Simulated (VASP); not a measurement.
# CuO (P6_3/mmc) in VASP: single point with PBEsol+U

Aim: the single point of CuO with PBEsol+U.

All numbers are computed with VASP 6.6.1; they aren't measurements. Logs are shortened: lines on timing, memory, paths and dates and some standing lists are left out, and cuts for length are marked.

## 1. The cell of the first run

Symmetry: P6_3/mmc, No. 194, hexagonal system. Conventional cell: a = 3.180 Å, b = 3.180 Å, c = 4.431 Å, α = 90.00°, β = 90.00°, γ = 120.00°. Within 2.8 Å of Cu (site symmetry -3m) lie 6 O at 2.14 Å and 2 Cu at 2.22 Å. O (site symmetry -6m2) has 6 Cu at 2.14 Å and 6 O at 2.88 Å within 2.9 Å.

## 2. Single point, PBEsol+U, collinear spin

The input, INCAR:

```
PREC = Accurate
ENCUT = 820
EDIFF = 1E-6
ISMEAR = 0
SIGMA = 0.05
LREAL = False
LASPH = True
NELM = 200
ALGO = Normal
ISIF = 2
LWAVE = False
LCHARG = False
ISPIN = 2
MAGMOM = 1 1 0 0
LORBIT = 11
LMAXMIX = 4
LDAU = True
LDAUTYPE = 2
LDAUL = 2 -1
LDAUU = 2 0
LDAUJ = 0 0
LDAUPRINT = 1
GGA = PS
NBANDS = 37
GGA_COMPAT = False
```

The input, KPOINTS:

```
regular mesh
0
Gamma
  7 7 4
```

The input, POSCAR:

```
CuO
1.0
    3.1795331000      0.0000000000      0.0000000000
   -1.5897665500      2.7535564400      0.0000000000
    0.0000000000      0.0000000000      4.4314907300
Cu O
2 2
Direct
    0.0000000000      0.0000000000      0.0000000000
    0.0000000000      0.0000000000      0.5000000000
    0.3333333333      0.6666666667      0.2500000000
    0.6666666667      0.3333333333      0.7500000000
```

Potentials or basis: VASP PAW PBE potentials, release 64 (Cu_sv_GW, O).

The run is started by

```bash
cat potpaw_PBE.64/Cu_sv_GW/POTCAR potpaw_PBE.64/O/POTCAR > POTCAR
mpirun -np 1 vasp_std > vasp.out
```

OUTCAR:

```text
PREC = Accurate
   ENCUT = 820
   EDIFF = 1E-6
   ISMEAR = 0
   LREAL = False
   LASPH = True
   NELM = 200
   ISIF = 2
   ISPIN = 2
   LORBIT = 11
   GGA = PS

 ion  position               nearest neighbor table
   1  0.000  0.000  0.000-   3 2.14   4 2.14   4 2.14   3 2.14   4 2.14   3 2.14   2 2.22   2 2.22

   2  0.000  0.000  0.500-   3 2.14   4 2.14   4 2.14   3 2.14   4 2.14   3 2.14   1 2.22   1 2.22

   3  0.333  0.667  0.250-   1 2.14   2 2.14   1 2.14   2 2.14   1 2.14   2 2.14
   4  0.667  0.333  0.750-   1 2.14   2 2.14   1 2.14   2 2.14   1 2.14   2 2.14

  LATTYP: Found a hexagonal cell.
 ALAT       =     3.1795331000
 C/A-ratio  =     1.3937551806

  Lattice vectors:

 A1 = (   3.1795331000,   0.0000000000,   0.0000000000)
 A2 = (  -1.5897665500,   2.7535564400,   0.0000000000)
 A3 = (   0.0000000000,   0.0000000000,   4.4314907300)

Analysis of symmetry for initial positions (statically):
=====================================================================
 Subroutine PRICEL returns:
 Original cell was already a primitive cell.

 Routine SETGRP: Setting up the symmetry group for a
 hexagonal supercell.

 Subroutine GETGRP returns: Found 24 space group operations
 (whereof 12 operations were pure point group operations)
 out of a pool of 24 trial point group operations.

The static configuration has the point symmetry D_3d.
 The point group associated with its full space group is D_6h.

Analysis of symmetry for dynamics (positions and initial velocities):
=====================================================================
 Subroutine PRICEL returns:
 Original cell was already a primitive cell.

 Routine SETGRP: Setting up the symmetry group for a
 hexagonal supercell.

 Subroutine GETGRP returns: Found 24 space group operations
 (whereof 12 operations were pure point group operations)
 out of a pool of 24 trial point group operations.

The dynamic configuration has the point symmetry D_3d.
 The point group associated with its full space group is D_6h.

Analysis of structural, dynamic, and magnetic symmetry:
=====================================================================
 Subroutine PRICEL returns:
 Original cell was already a primitive cell.

 Routine SETGRP: Setting up the symmetry group for a
 hexagonal supercell.

 Subroutine GETGRP returns: Found 24 space group operations
 (whereof 12 operations were pure point group operations)
 out of a pool of 24 trial point group operations.

The overall configuration has the point symmetry D_3d.
 The point group associated with its full space group is D_6h.

 Subroutine INISYM returns: Found 24 space group operations
 (whereof 12 operations are pure point group operations),
 and found     1 'primitive' translations

----------------------------------------------------------------------------------------

                                     Primitive cell

  volume of cell :      38.7978

  direct lattice vectors                    reciprocal lattice vectors
     3.179533100  0.000000000  0.000000000     0.314511587  0.181583349  0.000000000
[... 156 lines left out ...]
  o =  0.9134  v =  0.0000  0.0000  0.0000  0.0000  0.0000  0.0000  0.0000 -1.0000  0.0000  0.0000      0.0000  0.0000  0.0000  0.0000  0.0000  0.0000  0.0000  0.0000  0.0000  0.0000
  o =  0.9252  v = -0.0000  0.0000  1.0000 -0.0000 -0.0000  0.0000  0.0000  0.0000  0.0000  0.0000      0.0000  0.0000  0.0000  0.0000  0.0000  0.0000  0.0000  0.0000  0.0000  0.0000
  o =  0.9325  v =  0.0000  0.0000  0.0000  0.0000  0.0000 -0.7294  0.0000 -0.0000 -0.6841 -0.0000      0.0000  0.0000  0.0000  0.0000  0.0000  0.0000  0.0000  0.0000  0.0000  0.0000
  o =  0.9325  v =  0.0000  0.0000  0.0000  0.0000  0.0000  0.0000  0.6841  0.0000 -0.0000  0.7294      0.0000  0.0000  0.0000  0.0000  0.0000  0.0000  0.0000  0.0000  0.0000  0.0000
  o =  0.9365  v =  0.6656  0.0000 -0.0000 -0.7463 -0.0000  0.0000  0.0000  0.0000  0.0000  0.0000      0.0000  0.0000  0.0000  0.0000  0.0000  0.0000  0.0000  0.0000  0.0000  0.0000
  o =  0.9365  v = -0.0000  0.7463 -0.0000  0.0000 -0.6656  0.0000  0.0000  0.0000  0.0000  0.0000      0.0000  0.0000  0.0000  0.0000  0.0000  0.0000  0.0000  0.0000  0.0000  0.0000
  o =  0.9408  v =  0.7463 -0.0000 -0.0000  0.6656 -0.0000  0.0000  0.0000  0.0000  0.0000  0.0000      0.0000  0.0000  0.0000  0.0000  0.0000  0.0000  0.0000  0.0000  0.0000  0.0000
  o =  0.9408  v = -0.0000 -0.6656 -0.0000 -0.0000 -0.7463  0.0000  0.0000  0.0000  0.0000  0.0000      0.0000  0.0000  0.0000  0.0000  0.0000  0.0000  0.0000  0.0000  0.0000  0.0000

atom =   2  type =  1  l = 2

 onsite density matrix

spin component  1

  0.9389  0.0000  0.0000 -0.0021  0.0000
  0.0000  0.9384 -0.0000 -0.0000 -0.0021
  0.0000 -0.0000  0.9252 -0.0000  0.0000
 -0.0021 -0.0000 -0.0000  0.9384  0.0000
  0.0000 -0.0021  0.0000  0.0000  0.9389

spin component  2

  0.8462 -0.0000  0.0000 -0.0920  0.0000
 -0.0000  0.8343 -0.0000 -0.0000 -0.0920
  0.0000 -0.0000  0.9134 -0.0000  0.0000
 -0.0920 -0.0000 -0.0000  0.8343  0.0000
  0.0000 -0.0920  0.0000  0.0000  0.8462

 occupancies and eigenvectors

  o =  0.7480  v =  0.0000  0.0000  0.0000  0.0000  0.0000  0.6841  0.0000 -0.0000  0.7294 -0.0000      0.0000  0.0000  0.0000  0.0000  0.0000  0.0000  0.0000  0.0000  0.0000  0.0000
  o =  0.7480  v =  0.0000  0.0000  0.0000  0.0000  0.0000  0.0000 -0.7294  0.0000 -0.0000 -0.6841      0.0000  0.0000  0.0000  0.0000  0.0000  0.0000  0.0000  0.0000  0.0000  0.0000
  o =  0.9134  v =  0.0000  0.0000  0.0000  0.0000  0.0000  0.0000  0.0000  1.0000  0.0000 -0.0000      0.0000  0.0000  0.0000  0.0000  0.0000  0.0000  0.0000  0.0000  0.0000  0.0000
  o =  0.9252  v = -0.0000 -0.0000  1.0000  0.0000 -0.0000  0.0000  0.0000  0.0000  0.0000  0.0000      0.0000  0.0000  0.0000  0.0000  0.0000  0.0000  0.0000  0.0000  0.0000  0.0000
  o =  0.9325  v =  0.0000  0.0000  0.0000  0.0000  0.0000 -0.7294  0.0000 -0.0000  0.6841 -0.0000      0.0000  0.0000  0.0000  0.0000  0.0000  0.0000  0.0000  0.0000  0.0000  0.0000
  o =  0.9325  v =  0.0000  0.0000  0.0000  0.0000  0.0000  0.0000 -0.6841  0.0000  0.0000  0.7294      0.0000  0.0000  0.0000  0.0000  0.0000  0.0000  0.0000  0.0000  0.0000  0.0000
  o =  0.9365  v =  0.6656 -0.0000 -0.0000  0.7463 -0.0000  0.0000  0.0000  0.0000  0.0000  0.0000      0.0000  0.0000  0.0000  0.0000  0.0000  0.0000  0.0000  0.0000  0.0000  0.0000
  o =  0.9365  v =  0.0000  0.7463  0.0000  0.0000  0.6656  0.0000  0.0000  0.0000  0.0000  0.0000      0.0000  0.0000  0.0000  0.0000  0.0000  0.0000  0.0000  0.0000  0.0000  0.0000
  o =  0.9408  v =  0.7463  0.0000 -0.0000 -0.6656 -0.0000  0.0000  0.0000  0.0000  0.0000  0.0000      0.0000  0.0000  0.0000  0.0000  0.0000  0.0000  0.0000  0.0000  0.0000  0.0000
  o =  0.9408  v =  0.0000 -0.6656  0.0000 -0.0000  0.7463  0.0000  0.0000  0.0000  0.0000  0.0000      0.0000  0.0000  0.0000  0.0000  0.0000  0.0000  0.0000  0.0000  0.0000  0.0000

 number of electron      49.9999999 magnetization       1.4221149

 Free energy of the ion-electron system (eV)
  ---------------------------------------------------
  ext. energy  EPLUGINS =         0.00000000
  ---------------------------------------------------
  free energy    TOTEN  =       -18.27910948 eV

  energy without entropy =      -18.27595800  energy(sigma->0) =      -18.27753374

 E-fermi :   5.2837     XC(G=0): -12.8523

 val. band max:        5.2677689762   @ k =   0.1429  -0.0000   0.2500
 cond. band min:       5.3399667017   @ k =   0.4286   0.1429   0.2500
 fundamental gap:      0.0721977254
 Fermi energy:         5.2836973712

 spin component 1

 k-point     1 :       0.0000    0.0000    0.0000
  band No.  band energies     occupation
      1    -106.3018      1.00000
      2    -106.2691      1.00000
      3     -64.0129      1.00000
      4     -63.8185      1.00000
      5     -63.8185      1.00000
      6     -63.7919      1.00000
[... 949 lines left out ...]
     36      25.0569      0.00000
     37      27.6064      0.00000
 Fermi energy:         5.2836973712

 spin component 2

 k-point     1 :       0.0000    0.0000    0.0000
  band No.  band energies     occupation
      1    -105.7868      1.00000
      2    -105.7535      1.00000
      3     -63.5703      1.00000
      4     -63.2915      1.00000
      5     -63.2915      1.00000
      6     -63.2900      1.00000
[... 949 lines left out ...]
     36      25.1280      0.00000
     37      27.6952      0.00000

------------------------ aborting loop because EDIFF is reached ----------------------------------------

  FORCE on cell =-STRESS in cart. coord.  units (eV):
  Direction    XX          YY          ZZ          XY          YZ          ZX
  --------------------------------------------------------------------------------------
  -------------------------------------------------------------------------------------
  Total       -4.4870776     -4.4870776      6.4205044      0.0000000      0.0000000      0.0000000
  in kB     -185.2964022   -185.2964027    265.1383497      0.0000000      0.0000000      0.0000000
  external PRESSURE =     -35.1514851 kB  Pullay stress =       0.0000000 kB

 VOLUME and BASIS-vectors are now :
 -----------------------------------------------------------------------------
  energy-cutoff  :      820.00
  volume of cell :       38.80
      direct lattice vectors                 reciprocal lattice vectors
     3.179533100  0.000000000  0.000000000     0.314511587  0.181583349  0.000000000
    -1.589766550  2.753556440  0.000000000     0.000000000  0.363166698  0.000000000
     0.000000000  0.000000000  4.431490730     0.000000000  0.000000000  0.225657699

 POSITION                                       TOTAL-FORCE (eV/Angst)
 -----------------------------------------------------------------------------------
      0.00000      0.00000      0.00000        -0.000000      0.000000      0.000000
      0.00000      0.00000      2.21575        -0.000000      0.000000      0.000000
     -0.00000      1.83570      1.10787         0.000000      0.000000     -0.000000
      1.58977      0.91785      3.32362         0.000000     -0.000000      0.000000
 -----------------------------------------------------------------------------------
    total drift:                                0.000000      0.000000      0.000000

  FREE ENERGIE OF THE ION-ELECTRON SYSTEM (eV)
  ---------------------------------------------------
  free  energy   TOTEN  =       -18.2791094820 eV

  energy  without entropy=      -18.2759580037  energy(sigma->0) =      -18.27753374

 total charge

# of ion       s       p       d       f       tot
--------------------------------------------------
    1        2.218   6.353   8.928   0.010  17.508
    2        2.218   6.353   8.928   0.010  17.508
    3        1.572   3.294   0.000   0.000   4.865
    4        1.572   3.294   0.000   0.000   4.865
--------------------------------------------------
tot          7.579  19.293  17.855   0.021  44.747

 magnetization (x)

# of ion       s       p       d       f       tot
--------------------------------------------------
    1       -0.006  -0.004   0.406   0.000   0.396
    2       -0.006  -0.004   0.406   0.000   0.396
    3        0.005   0.292   0.000   0.000   0.297
    4        0.005   0.292   0.000   0.000   0.297
--------------------------------------------------
tot         -0.001   0.575   0.811   0.000   1.385
```

It took 1.7 min on 1 thread of Intel Xeon Platinum 8559C (Emerald Rapids), shared host; peak memory 0.28 GiB.

Results:

```
Free energy                                           : -18.2791 eV
Pressure                                              : -3.5 GPa
Net moment                                            : 1.42 μB per cell
Site moments                                          : Cu +0.40; O +0.30 μB
Valence electrons inside the program's atomic spheres : Cu 17.51; O 4.87
```

Eigenvalues of the final occupation matrices:
```csv
site,spin,trace,eigenvalues
site 1 d,1,4.68,0.93 0.94 0.94 0.94 0.94
site 1 d,2,4.27,0.75 0.75 0.91 0.93 0.93
site 2 d,1,4.68,0.93 0.94 0.94 0.94 0.94
site 2 d,2,4.27,0.75 0.75 0.91 0.93 0.93
```

Caveat: the stress differs along the axes, from -19 to 27 GPa; the PAW data sets were made with another functional, which shifts forces and pressure a little.
